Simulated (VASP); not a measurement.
Input of a VASP 6.6.1 run:

POSCAR

```
CdSe
1.0
    0.0000000000      2.6389707511      2.6389707511
    2.6389707511      0.0000000000      2.6389707511
    2.6389707511      2.6389707511      0.0000000000
Cd Se
1 1
Direct
    0.0000000000      0.0000000000      0.0000000000
    0.5000000000      0.5000000000      0.5000000000
```

File INCAR.step1:

```
PREC = Accurate
ENCUT = 520
ISMEAR = -1
SIGMA = 0.05
LREAL = F
LASPH = T
NELM = 60
NBANDS = 16
GGA = PE
ALGO = Normal
EDIFF = 1E-4
LWAVE = T
LCHARG = F
```

File INCAR.step2:

```
PREC = Accurate
ENCUT = 520
EDIFF = 1E-7
ISMEAR = -1
SIGMA = 0.05
LREAL = F
LASPH = T
NELM = 60
ALGO = Normal
ISIF = 2
LWAVE = F
LCHARG = F
METAGGA = R2SCAN
LMIXTAU = T
NBANDS = 16
ISTART = 1
```

The input KPOINTS:

```
Automatic mesh
0
Gamma
  12 12 12
```

Potentials or basis: VASP PAW PBE potentials, release 64 (Cd, Se).

Command:

```sh
$ cat potpaw_PBE.64/Cd/POTCAR potpaw_PBE.64/Se/POTCAR > POTCAR
$ cp INCAR.step1 INCAR
$ mpirun -np 1 vasp_std > vasp.out
$ cp INCAR.step2 INCAR
$ mpirun -np 1 vasp_std > vasp.out
```

Q: Predict the band gap on the k mesh.

A: Zero (band 9 reaches 4.66 eV, above the bottom of band 10 at 4.55 eV).

Q: What does it give for the pressure?

A: 27.4 GPa.

Caveat: the PAW data sets were made with another functional, which shifts forces and pressure a little.
